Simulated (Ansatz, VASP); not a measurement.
# Two plane-wave programs on BaCd3Se4

```xyz
8
Lattice="6.4740 0.0000 0.0000 0.0000 6.4740 0.0000 0.0000 0.0000 6.4740" Properties=species:S:1:pos:R:3 pbc="T T T"
Ba    0.0000    6.4740    0.0000
Cd    0.0000    3.2370    3.2370
Cd    3.2370    3.2370    0.0000
Cd    3.2370    6.4740    3.2370
Se    4.6924    4.6924    1.7815
Se    4.6924    1.7815    4.6924
Se    1.7815    4.6924    4.6924
Se    1.7815    1.7815    1.7815
```

Alike in both runs: task single point; functional PBE; k mesh 2 × 2 × 2; occupations gaussian, width 0.1 eV; no spin polarisation.

|  | VASP | Ansatz |
| --- | --- | --- |
| version | VASP 6.6.1 | Ansatz 0.2.0 |
| potentials or method | VASP PAW PBE potentials, release 64 (Ba_sv, Cd, Se), cutoff 520 eV | scalar-relativistic, plane waves, PAW |
| valence electrons in the cell | 70 | 134 |

Ansatz gave:

| Quantity | Value |
| --- | --- |
| gap on the k mesh at the Fermi level (eV) | 0.75 |
| least direct gap on the mesh (eV) | 0.84 |
| pressure (GPa) | 0.0 |
| rms of the force components (eV/Å) | 0.016 |

Problem. What did VASP give for the same quantities?

Solution. gap on the k mesh at the Fermi level (eV): 0.75; least direct gap on the mesh (eV): 0.84; pressure (GPa): 0.3; rms of the force components (eV/Å): 0.002.

Atom by atom the forces differ by 0.018 eV/Å (rms over components). With one functional, cell and mesh, what is left measures potentials, basis and numerics. VASP's potentials hold 70 valence electrons a cell and Ansatz's 134, so a difference there can come from the potentials and not from the codes.

The k mesh is coarse, so the values compare programs but aren't converged. Neither program's run includes spin-orbit coupling.
